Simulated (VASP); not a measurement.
A run of VASP 6.6.1 is set up as follows.

Contents of INCAR:

```
SYSTEM = SnSe2
PREC = Accurate ; ENCUT = 520
EDIFF = 1E-6 ; ISMEAR = 0
SIGMA = 0.05 ; LREAL = .FALSE.
LASPH = .TRUE. ; NELM = 100
ALGO = Normal ; ISIF = 2
LWAVE = .FALSE. ; LCHARG = .FALSE.
GGA = PE ; NBANDS = 20
```

File KPOINTS:

```
Automatic mesh
0
G
  9 9 6
  0 0 0
```

The input POSCAR:

```
SnSe2
1.0
    3.6794800447      0.0000000000      0.0000000000
   -1.8397400224      3.1865231914      0.0000000000
    0.0000000000      0.0000000000      5.9242428639
Sn Se
1 2
Direct
    0.0000000000      0.0000000000      0.0000000000
    0.3333333333      0.6666666667      0.2490000000
    0.6666666667      0.3333333333      0.7510000000
```

Potentials or basis: VASP PAW PBE potentials, release 64 (Sn_d, Se).

Launch:

```console
$ cat potpaw_PBE.64/Sn_d/POTCAR potpaw_PBE.64/Se/POTCAR > POTCAR
$ mpirun -np 1 vasp_std > vasp.out
```

**Question.** Estimate the band gap on the k mesh.

**Answer.** 0.81 eV, indirect (least direct gap 1.52 eV).

**Question.** Estimate the largest force.

**Answer.** 2.057 eV/Å.

**Question.** Estimate the pressure.

**Answer.** 16.6 GPa.

Forces on the atoms (eV/Å):
```
Sn   0.000  0.000  0.000
Se   0.000  0.000  2.057
Se   0.000  0.000 -2.057
```

Caveat: spin-orbit coupling is left out, which moves the levels of the heavy elements; this functional lacks dispersion, which binds the layers, so the pressure and a relaxed spacing across them are unreliable; forces of over 1 eV/Å act on the atoms, so gaps and moduli don't describe the material at rest. A k mesh can miss the band edges.
